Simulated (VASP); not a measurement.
A run of VASP 6.6.1 is set up as follows.

File INCAR:

```
  PREC = Accurate
  ENCUT = 520
  EDIFF = 1E-6
  ISMEAR = 0
  SIGMA = 0.1
  LREAL = False
  LASPH = True
  NELM = 100
  ALGO = Normal
  ISIF = 2
  LWAVE = False
  LCHARG = True
  GGA = PE
  LELF = True
  LVHAR = True
  NBANDS = 22
```

The input KPOINTS:

```
Automatic mesh
0
Gamma
  6 4 4
```

The input POSCAR:

```
RbP2N2
1.0
    4.3408557221     -0.4098300670      0.0534135307
   -0.7070987559      4.3104905832      0.0835335544
   -0.8039243031     -0.8804298415      5.9669346825
Rb P N
1 2 2
Direct
    0.7684183818      0.1270414524      0.5694515500
    0.1679721285     -0.0774617338      0.0671347119
    0.5651658684      0.5248440844      0.0671216210
    0.3360424047      0.1939578060     -0.0882584983
    0.8362588566      0.6937090410     -0.0884348547
```

Potentials or basis: VASP PAW PBE potentials, release 64 (Rb_sv, P, N).

Command:

```sh
$ cat potpaw_PBE.64/Rb_sv/POTCAR potpaw_PBE.64/P/POTCAR potpaw_PBE.64/N/POTCAR > POTCAR
$ mpirun -np 1 vasp_std > vasp.out
```

Predict the band gap on the k mesh.

zero (an odd number of electrons rules out a gap without spin polarisation).

Estimate the largest force.

0.148 eV/Å.

Predict the pressure.

-0.3 GPa.

Forces on the atoms (eV/Å):
```
Rb  -0.001 -0.001  0.005
P   -0.044  0.038 -0.131
P    0.055 -0.021 -0.136
N    0.001 -0.009  0.136
N   -0.012 -0.006  0.127
```

Caveat: the k points lie up to 0.38 Å⁻¹ apart, too coarse for converged energies and pressures of a metal.
